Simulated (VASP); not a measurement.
Input of a VASP 6.6.1 run:

Contents of INCAR:

```
SYSTEM = Ti
ALGO = Normal
EDIFF = 1E-7
ENCUT = 520
GGA = PE
ISIF = 2
ISMEAR = 0
ISPIN = 2
LASPH = .True.
LCHARG = .False.
LMAXMIX = 4
LORBIT = 11
LREAL = .False.
LWAVE = .False.
MAGMOM = 0.1
NBANDS = 16
NELM = 150
NUPDOWN = 0.1
PREC = Accurate
SIGMA = 0.15
```

File KPOINTS:

```
k-points
0
Gamma
  22 22 22
  0 0 0
```

The input POSCAR:

```
Ti
1.0
   -1.6751874744      1.6751874744      1.6751874744
    1.6751874744     -1.6751874744      1.6751874744
    1.6751874744      1.6751874744     -1.6751874744
Ti
1
Direct
    0.0000000000      0.0000000000      0.0000000000
```

Potentials or basis: VASP PAW PBE potentials, release 64 (Ti_sv).

Launch:

```console
$ cat potpaw_PBE.64/Ti_sv/POTCAR > POTCAR
$ mpirun -np 1 vasp_std > vasp.out
```

Question: What does it give for the pressure?

Answer: -7.9 GPa.

Caveat: the total moment is fixed, so each spin has its own Fermi level.
